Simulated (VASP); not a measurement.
Input of a VASP 6.6.1 run:

The input INCAR:

```
PREC     = Accurate       # precision mode
ENCUT    = 520            # plane-wave cutoff, eV
EDIFF    = 1E-6           # SCF threshold, eV
ISMEAR   = 1              # smearing method
SIGMA    = 0.025          # smearing width, eV
LREAL    = F              # projectors in reciprocal space
LASPH    = T              # aspherical terms in the spheres
NELM     = 100            # most SCF steps
ALGO     = Normal         # electronic algorithm
ISIF     = 2              # what is computed and relaxed
LWAVE    = F              # write WAVECAR
LCHARG   = F              # write CHGCAR
GGA      = PS             # functional
NBANDS   = 12             # bands
```

KPOINTS

```
Automatic mesh
0
Gamma
  13 13 13
```

Contents of POSCAR:

```
Ti
1.0
   -1.6410000000      1.6410000000      1.6410000000
    1.6410000000     -1.6410000000      1.6410000000
    1.6410000000      1.6410000000     -1.6410000000
Ti
1
Direct
    0.0000000000      0.0000000000      0.0000000000
```

Potentials or basis: VASP PAW PBE potentials, release 64 (Ti_sv).

The run is started by

```sh
$ cat potpaw_PBE.64/Ti_sv/POTCAR > POTCAR
$ mpirun -np 1 vasp_std > vasp.out
```

Task: Estimate the pressure.

Result: -7.0 GPa.

Task: Predict the band gap on the k mesh.

Result: Zero (band 6 reaches 8.74 eV, above the bottom of band 7 at 7.22 eV).

Caveat: the PAW data sets were made with another functional, which shifts forces and pressure a little.
